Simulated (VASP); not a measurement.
**NaH: single point with LDA**

NaH:

```
CELL_PARAMETERS angstrom
0.00000 2.36680 2.36680
2.36680 0.00000 2.36680
2.36680 2.36680 0.00000
ATOMIC_POSITIONS crystal
Na 0.00000 0.00000 0.00000
H 0.50000 0.50000 0.50000
```

This cell differs from its parent crystal: strain -0.030 along x and y, -0.030 along z.

```json
{"Program": "VASP 6.6.1", "Task": "single point", "Functional": "LDA", "Potentials or basis": "VASP PAW LDA potentials, release 64 (Na_pv, H)", "Cutoff": "520 eV", "k mesh": "8 × 8 × 8", "Occupations": "gaussian, width 0.05 eV", "Spin": "no spin polarisation"}
```

The pressure is -0.8 GPa and the band gap on the k mesh is 3.50 eV, indirect (least direct gap 4.45 eV).

Levels at points of the mesh, in eV from the valence-band top:
| k point | band 1 | band 2 | band 3 | band 4 | band 5 | band 6 | band 7 | band 8 |
| --- | --- | --- | --- | --- | --- | --- | --- | --- |
| (0.00, 0.00, 0.00) | -22.07 | -22.07 | -22.07 | -3.97 | 10.95 | 15.64 | 15.64 | 15.64 |
| (0.50, 0.00, 0.00) | -22.19 | -22.09 | -22.09 | -0.95 | 3.50 | 11.01 | 13.45 | 13.45 |
| (0.50, 0.50, 0.00) | -22.18 | -22.11 | -22.11 | -0.21 | 4.41 | 9.89 | 10.71 | 10.71 |

Run time: 7.1 s on 1 thread of Intel(R) Xeon(R) 6975P-C (Granite Rapids), on a shared host, peak memory 0.13 GiB.

Caveat: the cell differs from its parent crystal (strain -0.030 along x and y, -0.030 along z). A k mesh can miss the band edges.
